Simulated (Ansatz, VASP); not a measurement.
Two plane-wave programs on Gd

The input INCAR:

```
SYSTEM = Gd
  ALGO = Normal
  EDIFF = 1E-6
  ENCUT = 520
  GGA = PE
  ISIF = 2
  ISMEAR = 1
  ISPIN = 2
  LASPH = .TRUE.
  LCHARG = .FALSE.
  LMAXMIX = 6
  LORBIT = 11
  LREAL = .FALSE.
  LWAVE = .FALSE.
  MAGMOM = 9.1 9.1
  NBANDS = 29
  NELM = 150
  PREC = Accurate
  SIGMA = 0.1
```

KPOINTS

```
k-points
0
G
  9 9 5
  0 0 0
```

The input POSCAR:

```
Gd
1.0
    3.5743609736      0.0000000000      0.0000000000
   -1.7871804868      3.0954870435      0.0000000000
    0.0000000000      0.0000000000      5.6845708927
Gd
2
Direct
    0.3333333333      0.6666666667      0.2500000000
    0.6666666667      0.3333333333      0.7500000000
```

Input for Ansatz:

```yaml
crystal:
  lattice:
    - [3.574360973579307, 0.0, 0.0]
    - [-1.7871804867896535, 3.0954870434963486, 0.0]
    - [0.0, 0.0, 5.6845708926896865]
  atoms:
    - { symbol: Gd, position: [0.3333333333333333, 0.6666666666666666, 0.25], spin: 9.1 }
    - { symbol: Gd, position: [0.6666666666666666, 0.3333333333333333, 0.75], spin: 9.1 }
basis:
  ecutwfc: 420.0
kpoints:
  mp_grid:
    grid: [9, 9, 5]
hamiltonian:
  xc: pbe
magnetization:
  spin_polarized: true
scf:
  occupations:
    method: cold
    width: 0.1
```

Alike in both runs: task single point; functional PBE; k mesh 9 × 9 × 5; collinear spin.

```csv
,VASP,Ansatz
version,VASP 6.6.1,Ansatz 0.2.0
potentials or method,"VASP PAW PBE potentials, release 64 (Gd), cutoff 520 eV","plane waves, PAW"
occupations,"methfessel-paxton of order 1, width 0.1 eV","cold, width 0.1 eV"
valence electrons in the cell,36,36
```

Ansatz gave:

| Property | Result |
| --- | --- |
| net moment per atom (μB) | 7.62 |
| size of the moment on the site where the two differ most (μB) | 7.34 |

Task: Which values does VASP return?

Result: net moment per atom (μB): 7.61; size of the moment on the site where the two differ most (μB): 7.00.

Site moments also hang on the region over which each program counts them. Ansatz's warnings: given moment on shells, stability check not made.

Spin-orbit coupling is off throughout.
